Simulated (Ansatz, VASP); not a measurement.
**SiHgRh: VASP beside Ansatz**

Contents of INCAR:

```
ALGO = Normal ; EDIFF = 1E-6
ENCUT = 520 ; GGA = PE
ISIF = 2 ; ISMEAR = 0
ISPIN = 2 ; LASPH = True
LCHARG = False ; LMAXMIX = 4
LORBIT = 11 ; LREAL = False
LWAVE = False ; MAGMOM = 0 0 1
NBANDS = 26 ; NELM = 150
PREC = Accurate ; SIGMA = 0.1
```

KPOINTS

```
k-points
0
Gamma
  6 6 6
```

POSCAR

```
SiHgRh
1.0
    4.0861205432      0.0000000000      0.0000000000
   -2.0430602716      3.5386841933      0.0000000000
    0.0000000000      0.0000000000      3.5746256257
Si Hg Rh
1 1 1
Direct
    0.3333333333      0.6666666667      0.5000000000
    0.0000000000      0.0000000000      0.0000000000
    0.6666666667      0.3333333333      0.5000000000
```

Input for Ansatz:

```yaml
crystal:
  lattice:
    - [4.0861205432, 0.0, 0.0]
    - [-2.0430602716, 3.5386841933, 0.0]
    - [0.0, 0.0, 3.5746256257]
  atoms:
    - { symbol: Si, position: [0.3333333333, 0.6666666667, 0.5] }
    - { symbol: Hg, position: [0.0, 0.0, 0.0] }
    - { symbol: Rh, position: [0.6666666667, 0.3333333333, 0.5], spin: 1.0 }
basis:
  ecutwfc: 420
kpoints:
  mp_grid: { grid: [6, 6, 6] }
hamiltonian:
  xc: pbe
scf:
  occupations: { method: gaussian, width: 0.1 }
  lower_state_search: "off"
output:
  forces: true
  stress: true
  eigenvalues: true
  populations: true
magnetization:
  spin_polarized: true
```

Change from the starting cell: species swapped into the EuAlSi type (P-6m2, No. 187).

Alike in both runs: task single point; functional PBE; k mesh 6 × 6 × 6; occupations gaussian, width 0.1 eV; collinear spin.

|  | VASP | Ansatz |
| --- | --- | --- |
| version | VASP 6.6.1 | Ansatz 0.2.0 |
| potentials or method | VASP PAW PBE potentials, release 64 (Si, Hg, Rh_pv), cutoff 520 eV | scalar-relativistic, plane waves, PAW |
| valence electrons in the cell | 31 | 41 |

```csv
,VASP,Ansatz,Ansatz less VASP
gap on the k mesh at the Fermi level (eV),none,none,-
pressure (GPa),0.4,0.0,-0.43
"traceless stress, the component that is largest in VASP (GPa)",0.42,0.40,-0.018
net moment per atom (μB),0.00,0.00,0.000
```

A gap of «none» marks a metal or a gap that the smearing closes. The functional is the same, so the differences come from potentials, cutoffs and numerics. VASP's potentials hold 31 valence electrons a cell and Ansatz's 41, so a difference there can come from the potentials and not from the codes. Ansatz's warnings: seeded moment not kept.

Spin-orbit coupling is off throughout.
